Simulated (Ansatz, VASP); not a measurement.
**Mo in VASP and in Ansatz**

The input INCAR:

```
SYSTEM = Mo
PREC = Accurate
ENCUT = 520
EDIFF = 1E-7
ISMEAR = -1
SIGMA = 0.05
LREAL = .False.
LASPH = .True.
NELM = 80
ALGO = Normal
ISIF = 2
LWAVE = .False.
LCHARG = .False.
GGA = PE
NBANDS = 13
```

File KPOINTS:

```
Automatic mesh
0
Gamma
  23 23 23
  0 0 0
```

POSCAR

```
Mo
1.0
   -1.5804816334      1.5804816334      1.5804816334
    1.5804816334     -1.5804816334      1.5804816334
    1.5804816334      1.5804816334     -1.5804816334
Mo
1
Direct
    0.0000000000      0.0000000000      0.0000000000
```

Input for Ansatz:

```yaml
crystal:
  lattice:
    - [-1.5804816334, 1.5804816334, 1.5804816334]
    - [1.5804816334, -1.5804816334, 1.5804816334]
    - [1.5804816334, 1.5804816334, -1.5804816334]
  atoms:
    - { symbol: Mo, position: [0.0, 0.0, 0.0] }
kpoints:
  mp_grid: { grid: [23, 23, 23] }
scf:
  occupations: { method: fermi_dirac, width: 0.05 }
hamiltonian:
  xc: pbe
  pseudopotentials:
    kind: all_electron
    lapw: { basis_error: 0.0005 }
    relativity: none
output:
  forces: true
  stress: true
  eigenvalues: true
```

Alike in both runs: task single point; functional PBE; k mesh 23 × 23 × 23; occupations fermi-dirac, width 0.05 eV; no spin polarisation.

|  | VASP | Ansatz |
| --- | --- | --- |
| version | VASP 6.6.1 | Ansatz 0.2.0 |
| potentials or method | VASP PAW PBE potentials, release 64 (Mo_sv), cutoff 520 eV | all-electron LAPW, non-relativistic |

Ansatz gave:

| Property | Result |
| --- | --- |
| pressure (GPa) | 3.3 |

**Question.** Which values does VASP return?

**Answer.** Pressure (GPa): 0.5.

Ansatz ran all-electron here, and VASP with PAW potentials.
